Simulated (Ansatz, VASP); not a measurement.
# One calculation of SrTiO3, two programs

```xyz
10
Lattice="-2.7555 2.7555 3.8980 2.7555 -2.7555 3.8980 2.7555 2.7555 -3.8980" Properties=species:S:1:pos:R:3 pbc="T T T"
Sr    0.0000    2.7555    1.9490
Sr    2.7555    0.0000    1.9490
Ti    0.0000    0.0000    0.0000
Ti    0.0000    0.0000    3.8980
O     0.0000    0.0000    1.9490
O     0.0000    0.0000    5.8470
O     1.2583    4.0138    0.0000
O     1.4972    1.2583    0.0000
O     1.4972   -1.2583    3.8980
O     1.2583    1.4972    3.8980
```

Alike in both runs: task electric field gradients; functional PBEsol; k mesh 8 × 8 × 8; occupations fermi-dirac, width 0.02 eV; no spin polarisation.

|  | VASP | Ansatz |
| --- | --- | --- |
| version | VASP 6.6.1 | Ansatz 0.2.0 |
| potentials or method | VASP PAW PBE potentials, release 64 (Sr_sv, Ti_sv, O) | plane-wave PAW, scalar-relativistic |
| plane-wave cutoff (eV) | 520 | 420 |
| valence electrons in the cell | 80 | 80 |

```tsv
	VASP	Ansatz	Ansatz less VASP
gap on the k mesh at the Fermi level (eV)	1.90	1.93	+0.030
pressure (GPa)	-0.5	-1.2	-0.69
traceless stress, the component that is largest in VASP (GPa)	0.73	0.70	-0.027
size of Vzz on the site where it differs most (V/Å²)	8.5	10.1	+1.63
```

VASP's potentials were made for PBE, not for PBEsol.
